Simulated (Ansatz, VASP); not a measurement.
**MgO in VASP and in Ansatz**

The input POSCAR:

```
MgO
1.0
    0.0000000000      2.1529637331      2.1529637331
    2.1529637331      0.0000000000      2.1529637331
    2.1529637331      2.1529637331      0.0000000000
Mg O
1 1
Direct
    0.0000000000      0.0000000000      0.0000000000
    0.5000000000      0.5000000000      0.5000000000
```

The input INCAR.step1:

```
ALGO = Normal
EDIFF = 1E-5
ENCUT = 520
GGA = PE
ISIF = 2
ISMEAR = -1
LASPH = True
LCHARG = False
LREAL = False
LWAVE = True
NBANDS = 11
NELM = 80
PREC = Accurate
SIGMA = 0.05
```

File INCAR.step2:

```
ALGO = Normal
EDIFF = 1E-6
ENCUT = 520
GGA = PE
HFSCREEN = 0.2079
ISIF = 2
ISMEAR = -1
ISTART = 1
LASPH = True
LCHARG = False
LHFCALC = True
LREAL = False
LWAVE = False
NBANDS = 11
NELM = 80
PREC = Accurate
PRECFOCK = Normal
SIGMA = 0.05
```

The input KPOINTS:

```
k-points
0
Gamma
  4 4 4
```

Input for Ansatz:

```yaml
crystal:
  lattice:
    - [0.0, 2.152963733118, 2.152963733118]
    - [2.152963733118, 0.0, 2.152963733118]
    - [2.152963733118, 2.152963733118, 0.0]
  atoms:
    - { symbol: Mg, position: [0.0, 0.0, 0.0] }
    - { symbol: O, position: [0.5, 0.5, 0.5] }
kpoints:
  mp_grid: { grid: [4, 4, 4] }
hamiltonian:
  xc: hse06
  pseudopotentials:
    kind: paw
    azcp:
      Mg: "pseudopotentials/pbe/paw/ansatz_paw_generated_hard_1/Mg.paw.azcp"
      O: "pseudopotentials/pbe/paw/ansatz_paw_generated_hard_1/O.paw.azcp"
scf:
  occupations: { method: fermi_dirac, width: 0.05 }
  convergence: { dr2_threshold: "1e-10 eV" }
  exx: { energy_threshold: "2e-8 eV", singularity: regularized }
output:
  forces: true
  stress: true
  eigenvalues: true
```

Alike in both runs: task single point; functional HSE06; k mesh 4 × 4 × 4; occupations fermi-dirac, width 0.05 eV; no spin polarisation.

|  | VASP | Ansatz |
| --- | --- | --- |
| version | VASP 6.6.1 | Ansatz 0.2.0 development build |
| potentials or method | VASP PAW PBE potentials, release 64 (Mg, O) | plane waves, PAW datasets (generated hard set |
| plane-wave cutoff (eV) | 520 | 700 |
| valence electrons in the cell | 8 | 16 |

```csv
,VASP,Ansatz,Ansatz less VASP
gap on the k mesh at the Fermi level (eV),5.77,5.81,+0.039
```

VASP's potentials hold 8 valence electrons a cell and Ansatz's 16, so a difference there can come from the potentials and not from the codes.

The k mesh is coarse, so the values compare programs but aren't converged.
